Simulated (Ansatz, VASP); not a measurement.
## GaAs in VASP and in Ansatz

The input POSCAR:

```
GaAs
1.0
    0.0000000000      2.9313911777      2.9313911777
    2.9313911777      0.0000000000      2.9313911777
    2.9313911777      2.9313911777      0.0000000000
Ga As
1 1
Direct
    0.0000000000      0.0000000000      0.0000000000
    0.2500000000      0.2500000000      0.2500000000
```

File INCAR.step1:

```
SYSTEM = GaAs
PREC = Accurate ; ENCUT = 520
ISMEAR = -1 ; SIGMA = 0.02
LREAL = .FALSE. ; LASPH = .TRUE.
NELM = 80 ; NBANDS = 16
GGA = PE ; ALGO = Normal
EDIFF = 1E-4 ; LWAVE = .TRUE.
LCHARG = .FALSE.
```

INCAR.step2

```
SYSTEM = GaAs
PREC = Accurate ; ENCUT = 520
EDIFF = 1E-6 ; ISMEAR = -1
SIGMA = 0.02 ; LREAL = .FALSE.
LASPH = .TRUE. ; NELM = 80
ALGO = Normal ; ISIF = 2
LWAVE = .FALSE. ; LCHARG = .FALSE.
METAGGA = R2SCAN ; LMIXTAU = .TRUE.
NBANDS = 16 ; ISTART = 1
```

File KPOINTS:

```
Automatic mesh
0
G
  8 8 8
  0 0 0
```

Input for Ansatz:

```yaml
crystal:
  lattice:
    - [0.0, 2.9313911777, 2.9313911777]
    - [2.9313911777, 0.0, 2.9313911777]
    - [2.9313911777, 2.9313911777, 0.0]
  atoms:
    - { symbol: Ga, position: [0.0, 0.0, 0.0] }
    - { symbol: As, position: [0.25, 0.25, 0.25] }
kpoints:
  mp_grid: { grid: [8, 8, 8] }
  band_path:
    path:
      - [0.0, 0.0, 0.0]
      - [-0.5, -0.5, 0.0]
      - [-0.375, -0.375, 0.25]
      - [-0.375, 0.0, 0.375]
      - [0.0, 0.0, 0.5]
      - [-0.5, -0.25, 0.25]
    npoints: 1
hamiltonian:
  xc: r2scan
scf:
  occupations: { method: fermi_dirac, width: 0.02 }
  n_extra_bands: 4
output:
  forces: true
  stress: true
  eigenvalues: true
  write_density: true
  write_potential: true
  elf: true
  volumetric_format: npy
```

Change from the starting cell: hydrostatic strain +3.5%.

Alike in both runs: task single point; functional r2SCAN; k mesh 8 × 8 × 8; occupations fermi-dirac, width 0.02 eV; no spin polarisation.

```csv
,VASP,Ansatz
version,VASP 6.6.1,Ansatz 0.2.0
potentials or method,"VASP PAW PBE potentials, release 64 (Ga_d, As)","plane waves, PAW"
plane-wave cutoff (eV),520,500
valence electrons in the cell,18,28
```

|  | VASP | Ansatz | Ansatz less VASP |
| --- | --- | --- | --- |
| pressure (GPa) | -5.8 | -5.8 | -0.03 |

VASP's potentials were made for PBE, not for r2SCAN. VASP's potentials hold 18 valence electrons a cell and Ansatz's 28, so a difference there can come from the potentials and not from the codes.
